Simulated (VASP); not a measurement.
# BaTiO3 (P4mm) in VASP: single point with PBEsol

Aim: the single point of BaTiO3 with PBEsol.

Program: VASP 6.6.1. These are calculated values, not measurements. Logs are shortened: lines on timing, memory, paths and dates and some standing lists are left out, and cuts for length are marked.

**1. The cell of the first run**

Symmetry: P4mm, No. 99, tetragonal system. Conventional cell: a = 4.000 Å, b = 4.000 Å, c = 4.018 Å, α = 90.00°, β = 90.00°, γ = 90.00°. Within 3.7 Å of Ba (site symmetry 4mm) lie 12 O at 2.79 to 2.88 Å and 8 Ti at 3.45 to 3.49 Å. Within 2.5 Å of Ti (site symmetry 4mm) lie 6 O at 1.89 to 2.13 Å. Within 2.5 Å of O (site symmetry 4mm) lie 2 Ti at 1.89 to 2.13 Å. O (site symmetry 2mm) has 2 Ti at 2.00 Å and 4 Ba at 2.79 to 2.88 Å and 8 O at 2.83 to 2.84 Å within 2.9 Å.

**2. Single point, PBEsol**

Input file INCAR:

```
SYSTEM = BaTiO3
PREC = Accurate ; ENCUT = 520
EDIFF = 1E-7 ; ISMEAR = 0
SIGMA = 0.01 ; LREAL = .FALSE.
LASPH = .TRUE. ; NELM = 80
ALGO = Normal ; ISIF = 2
LWAVE = .FALSE. ; LCHARG = .FALSE.
GGA = PS ; NBANDS = 28
```

Input file KPOINTS:

```
regular mesh
0
G
  6 6 6
  0 0 0
```

Input file POSCAR:

```
BaTiO3
1.0
    3.9998000000      0.0000000000      0.0000000000
    0.0000000000      3.9998000000      0.0000000000
    0.0000000000      0.0000000000      4.0180000000
Ba Ti O
1 1 3
Direct
    0.0000000000      0.0000000000      0.0000000000
    0.5000000000      0.5000000000      0.4900000000
    0.5000000000      0.5000000000      0.0190000000
    0.5000000000      0.0000000000      0.5170000000
    0.0000000000      0.5000000000      0.5170000000
```

Potentials or basis: VASP PAW PBE potentials, release 64 (Ba_sv, Ti_sv, O).

Command:

```bash
$ cat potpaw_PBE.64/Ba_sv/POTCAR potpaw_PBE.64/Ti_sv/POTCAR potpaw_PBE.64/O/POTCAR > POTCAR
$ mpirun -np 1 vasp_std > vasp.out
```

OUTCAR:

```text
SYSTEM = BaTiO3
   PREC = Accurate
   ENCUT = 520
   EDIFF = 1E-7
   ISMEAR = 0
   LREAL = .FALSE.
   LASPH = .TRUE.
   NELM = 80
   ISIF = 2
   GGA = PS

 ion  position               nearest neighbor table
   1  0.000  0.000  0.000-   4 2.79   5 2.79   5 2.79   4 2.79   3 2.83   3 2.83   3 2.83   3 2.83
                             4 2.88   5 2.88   5 2.88   4 2.88   2 3.45   2 3.45   2 3.45   2 3.45
   2  0.500  0.500  0.490-   3 1.89   4 2.00   5 2.00   4 2.00   5 2.00   3 2.13   1 3.45   1 3.45
                             1 3.45   1 3.45   1 3.49   1 3.49   1 3.49   1 3.49
   3  0.500  0.500  0.019-   2 1.89   2 2.13   1 2.83   1 2.83   1 2.83   1 2.83
   4  0.500  0.000  0.517-   2 2.00   2 2.00   1 2.79   1 2.79   1 2.88   1 2.88
   5  0.000  0.500  0.517-   2 2.00   2 2.00   1 2.79   1 2.79   1 2.88   1 2.88

  LATTYP: Found a simple tetragonal cell.
 ALAT       =     3.9998000000
 C/A-ratio  =     1.0045502275

  Lattice vectors:

 A1 = (   3.9998000000,   0.0000000000,   0.0000000000)
 A2 = (   0.0000000000,   3.9998000000,   0.0000000000)
 A3 = (   0.0000000000,   0.0000000000,   4.0180000000)

Analysis of symmetry for initial positions (statically):
=====================================================================
 Subroutine PRICEL returns:
 Original cell was already a primitive cell.

 Routine SETGRP: Setting up the symmetry group for a
 simple tetragonal supercell.

 Subroutine GETGRP returns: Found  8 space group operations
 (whereof  8 operations were pure point group operations)
 out of a pool of 16 trial point group operations.

The static configuration has the point symmetry C_4v.

Analysis of symmetry for dynamics (positions and initial velocities):
=====================================================================
 Subroutine PRICEL returns:
 Original cell was already a primitive cell.

 Routine SETGRP: Setting up the symmetry group for a
 simple tetragonal supercell.

 Subroutine GETGRP returns: Found  8 space group operations
 (whereof  8 operations were pure point group operations)
 out of a pool of 16 trial point group operations.

The dynamic configuration has the point symmetry C_4v.

 Subroutine INISYM returns: Found  8 space group operations
 (whereof  8 operations are pure point group operations),
 and found     1 'primitive' translations

----------------------------------------------------------------------------------------

                                     Primitive cell

  volume of cell :      64.2816

  direct lattice vectors                    reciprocal lattice vectors
     3.999800000  0.000000000  0.000000000     0.250012501  0.000000000  0.000000000
     0.000000000  3.999800000  0.000000000     0.000000000  0.250012501  0.000000000
     0.000000000  0.000000000  4.018000000     0.000000000  0.000000000  0.248880040

  length of vectors
     3.999800000  3.999800000  4.018000000     0.250012501  0.250012501  0.248880040

  position of ions in fractional coordinates (direct lattice)
     0.000000000  0.000000000  0.000000000
     0.500000000  0.500000000  0.490000000
     0.500000000  0.500000000  0.019000000
     0.500000000  0.000000000  0.517000000
     0.000000000  0.500000000  0.517000000

  ion indices of the primitive-cell ions
   primitive index   ion index
                 1           1
                 2           2
                 3           3
                 4           4
                 5           5

----------------------------------------------------------------------------------------

 KPOINTS: regular mesh

Automatic generation of k-mesh.
 Grid dimensions read from file:
 generate k-points for:    6    6    6

 Generating k-lattice:

  Cartesian coordinates                     Fractional coordinates (reciprocal lattice)
     0.041668750  0.000000000  0.000000000     0.166666667  0.000000000  0.000000000
     0.000000000  0.041668750  0.000000000     0.000000000  0.166666667  0.000000000
     0.000000000  0.000000000  0.041480007     0.000000000  0.000000000  0.166666667

  Length of vectors
     0.041668750  0.041668750  0.041480007

  Shift w.r.t. Gamma in fractional coordinates (k-lattice)
     0.000000000  0.000000000  0.000000000

 Subroutine IBZKPT returns following result:
 ===========================================

 Found     40 irreducible k-points:

 Following reciprocal coordinates:
            Coordinates               Weight
  0.000000  0.000000  0.000000      1.000000
  0.166667  0.000000  0.000000      4.000000
  0.333333  0.000000  0.000000      4.000000
  0.500000  0.000000  0.000000      2.000000
  0.166667  0.166667  0.000000      4.000000
  0.333333  0.166667  0.000000      8.000000
[... 16 lines left out ...]
  0.333333  0.000000  0.333333      8.000000
  0.500000  0.000000  0.333333      4.000000
 [... further k-points ...]
   k-points           NKPTS =     40   k-points in BZ     NKDIM =     40   number of bands    NBANDS=     28
   number of dos      NEDOS =    301   number of ions     NIONS =      5
   total plane-waves  NPLWV =  27000
   dimension x,y,z NGX =    30 NGY =   30 NGZ =   30
   dimension x,y,z NGXF=    60 NGYF=   60 NGZF=   60
   ions per type =               1   1   3
   NGX,Y,Z   is equivalent  to a cutoff of  12.47, 12.47, 12.41 a.u.
   NGXF,Y,Z  is equivalent  to a cutoff of  24.94, 24.94, 24.83 a.u.
 SYSTEM =  BaTiO3
   PREC   = accura    normal or accurate (medium, high low for compatibility)
   ISTART =      0    job   : 0-new  1-cont  2-samecut
   ICHARG =      2    charge: 1-file 2-atom 10-const
   ISPIN  =      1    spin polarized calculation?
   LNONCOLLINEAR =      F non collinear calculations
   LSORBIT =      F    spin-orbit coupling
   LASPH  =      T    aspherical Exc in radial PAW
   ENCUT  =  520.0 eV  38.22 Ry    6.18 a.u.   7.44  7.44  7.47*2*pi/ulx,y,z
   NELM   =     80;   NELMIN=  2; NELMDL= -5     # of ELM steps
   EDIFF  = 0.1E-06   stopping-criterion for ELM
   LREAL  =      F    real-space projection
   EDIFFG = 0.1E-05   stopping-criterion for IOM
   NSW    =      0    number of steps for IOM
   IBRION =     -1    ionic relax: 0-MD 1-quasi-New 2-CG
   NFREE  =      0    steps in history (QN), initial steepest desc. (CG)
   ISIF   =      2    stress and relaxation
   ISYM   =      2    0-nonsym 1-usesym 2-fastsym
   POTIM  = 0.5000    time-step for ionic-motion
   TEBEG  =    0.0;   TEEND  =   0.0 temperature during run
   PSTRESS=    0.0 pullay stress
   NELECT =      40.0000    total number of electrons
   NUPDOWN=      -1.0000    fix difference up-down
   EMIN   =  10.00;   EMAX   =-10.00  energy-range for DOS
   EFERMI =   0.00;   METHOD = LEGACY
   ISMEAR =     0;   SIGMA  =   0.01  broadening in eV -4-tet -1-fermi 0-gaus
   EFERMI_NEDOS =   21; number of points for ismear=-14 and -15
   IALGO  =     38    algorithm
   IMIX   =      4    mixing-type and parameters
     AMIX     =   0.40;   BMIX     =  1.00
     AMIX_MAG =   1.60;   BMIX_MAG =  1.00
  volume/ion in A,a.u.               =      12.86        86.76
  Fermi-wavevector in a.u.,A,eV,Ry     =   1.397653  2.641181 26.578078  1.953434
  Thomas-Fermi vector in A             =   2.520888
   LORBIT       =      0    0 simple, 1 ext, 2 COOP (PROOUT), +10 PAW based schemes
   GGA     = PS    functional components
   LHFCALC =     F    Hartree Fock is set to
   AEXX    =    0.0000 exact exchange contribution
   IVDW    =     0    specifies the selected vdW correction
   LEPSILON=     F    determine dielectric tensor
   LRPA    =     F    only Hartree local field effects (RPA)
 non-spin polarized calculation
 Gauss-broadening in eV      SIGMA  =   0.01
  energy-cutoff  :      520.00
  volume of cell :       64.28
 maximum number of plane-waves:      1751
 NGX is ok and might be reduce to    30
   NGX = 15   NGY = 15   NGZ = 15

 number of electron      39.9999978 magnetization

 Free energy of the ion-electron system (eV)
  ---------------------------------------------------
  ext. energy  EPLUGINS =         0.00000000
  ---------------------------------------------------
  free energy    TOTEN  =       -41.98765667 eV

  energy without entropy =      -41.98765667  energy(sigma->0) =      -41.98765667

 E-fermi :   3.8098     XC(G=0): -11.5000

 val. band max:        3.7037659154   @ k =   0.5000   0.5000   0.5000
 cond. band min:       5.4284924656   @ k =   0.0000   0.0000   0.0000
 fundamental gap:      1.7247265502
 Fermi energy:         3.8098139320

 k-point     1 :       0.0000    0.0000    0.0000
  band No.  band energies     occupation
      1     -52.6319      2.00000
      2     -28.9862      2.00000
      3     -28.9553      2.00000
      4     -28.9553      2.00000
      5     -21.1010      2.00000
      6     -13.1401      2.00000
[... 20 lines left out ...]
     27       8.6164      0.00000
     28      10.8041      0.00000

 k-point     2 :       0.1667    0.0000    0.0000
  band No.  band energies     occupation
      1     -52.6316      2.00000
      2     -28.9857      2.00000
      3     -28.9689      2.00000
      4     -28.9548      2.00000
      5     -21.0708      2.00000
      6     -13.1672      2.00000
[... 20 lines left out ...]
     27       9.1342      0.00000
     28      11.4645      0.00000

 k-point     3 :       0.3333    0.0000    0.0000
  band No.  band energies     occupation
      1     -52.6311      2.00000
      2     -28.9959      2.00000
      3     -28.9846      2.00000
      4     -28.9538      2.00000
      5     -21.0093      2.00000
      6     -13.2995      2.00000
[... 20 lines left out ...]
     27      10.3706      0.00000
     28      11.8991      0.00000

 k-point     4 :       0.5000    0.0000    0.0000
  band No.  band energies     occupation
      1     -52.6308      2.00000
      2     -29.0093      2.00000
      3     -28.9841      2.00000
      4     -28.9532      2.00000
      5     -20.9779      2.00000
      6     -13.3860      2.00000
[... 578 lines left out ...]
     27      10.8862      0.00000
     28      12.2665      0.00000

 k-point    23 :       0.3333    0.0000    0.3333
  band No.  band energies     occupation
      1     -52.6304      2.00000
      2     -29.0227      2.00000
      3     -28.9936      2.00000
      4     -28.9523      2.00000
      5     -20.9449      2.00000
      6     -13.0023      2.00000
[... 20 lines left out ...]
     27      12.0021      0.00000
     28      12.2803      0.00000

 k-point    24 :       0.5000    0.0000    0.3333
  band No.  band energies     occupation
      1     -52.6301      2.00000
      2     -29.0219      2.00000
      3     -29.0067      2.00000
      4     -28.9518      2.00000
      5     -20.9219      2.00000
      6     -12.9568      2.00000
[... 20 lines left out ...]
     27      11.7766      0.00000
     28      13.0860      0.00000

 [... further k-points ...]

------------------------ aborting loop because EDIFF is reached ----------------------------------------

  FORCE on cell =-STRESS in cart. coord.  units (eV):
  Direction    XX          YY          ZZ          XY          YZ          ZX
  --------------------------------------------------------------------------------------
  -------------------------------------------------------------------------------------
  Total       -0.9380455     -0.9380455     -0.5536470      0.0000000      0.0000000      0.0000000
  in kB      -23.3801885    -23.3801885    -13.7992994      0.0000000      0.0000000      0.0000000
  external PRESSURE =     -20.1865588 kB  Pullay stress =       0.0000000 kB

 VOLUME and BASIS-vectors are now :
 -----------------------------------------------------------------------------
  energy-cutoff  :      520.00
  volume of cell :       64.28
      direct lattice vectors                 reciprocal lattice vectors
     3.999800000  0.000000000  0.000000000     0.250012501  0.000000000  0.000000000
     0.000000000  3.999800000  0.000000000     0.000000000  0.250012501  0.000000000
     0.000000000  0.000000000  4.018000000     0.000000000  0.000000000  0.248880040

 POSITION                                       TOTAL-FORCE (eV/Angst)
 -----------------------------------------------------------------------------------
      0.00000      0.00000      0.00000         0.000000      0.000000      0.055919
      1.99990      1.99990      1.96882        -0.000000      0.000000     -0.145039
      1.99990      1.99990      0.07634        -0.000000     -0.000000      0.323789
      1.99990      0.00000      2.07731        -0.000000      0.000000     -0.117335
      0.00000      1.99990      2.07731         0.000000      0.000000     -0.117335
 -----------------------------------------------------------------------------------
    total drift:                                0.000000      0.000000      0.000169

  FREE ENERGIE OF THE ION-ELECTRON SYSTEM (eV)
  ---------------------------------------------------
  free  energy   TOTEN  =       -41.9876566705 eV

  energy  without entropy=      -41.9876566705  energy(sigma->0) =      -41.98765667
```

It took 2 min on 1 thread of Intel Xeon 8259CL, shared host; peak memory 0.22 GiB.

Results:

```
Free energy            : -41.9877 eV
Pressure               : -2.0 GPa
Largest force          : 0.324 eV/Å
Band gap on the k mesh : 1.72 eV (least direct gap 2.02 eV)
```

Forces on the atoms (eV/Å):
```
Ba   0.000  0.000  0.056
Ti   0.000  0.000 -0.145
O    0.000  0.000  0.324
O    0.000  0.000 -0.117
O    0.000  0.000 -0.117
```

Caveat: the PAW data sets were made with another functional, which shifts forces and pressure a little; spin-orbit coupling is left out, which moves the levels of the heavy elements. A k mesh can miss the band edges.
